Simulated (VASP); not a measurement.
CsPbCl3:

```
Cs Pb Cl
1.0
     4.01412    2.31755    3.27732
    -4.01412    2.31755    3.27732
     0.00000   -4.63511    3.27732
Cs Pb Cl
1 1 3
Direct
  0.50000 0.50000 0.50000
  0.00000 0.00000 0.00000
  0.50000 0.00005 0.99995
  0.00005 0.99995 0.50000
  0.99995 0.50000 0.00005
```

Base run:

- Program: VASP 6.6.1
- Functional: PBE
- Potentials or basis: VASP PAW PBE potentials, release 64 (Cs_sv, Pb_d, Cl)
- Cutoff: 520 eV
- k mesh: 4 × 4 × 4
- Occupations: gaussian, width 0.01 eV
- Spin: no spin polarisation

Its results: band gap on the k mesh 2.10 eV; pressure 0.7 GPa.

The run is repeated on the same cell with these changes: k mesh from 4 × 4 × 4 to 2 × 2 × 2. What comes out?

Band gap on the k mesh 2.04 eV; pressure 1.8 GPa.

Caveats: some runs use coarse meshes; spin-orbit coupling is left out, which moves the levels of the heavy elements.

A k mesh can miss the band edges.
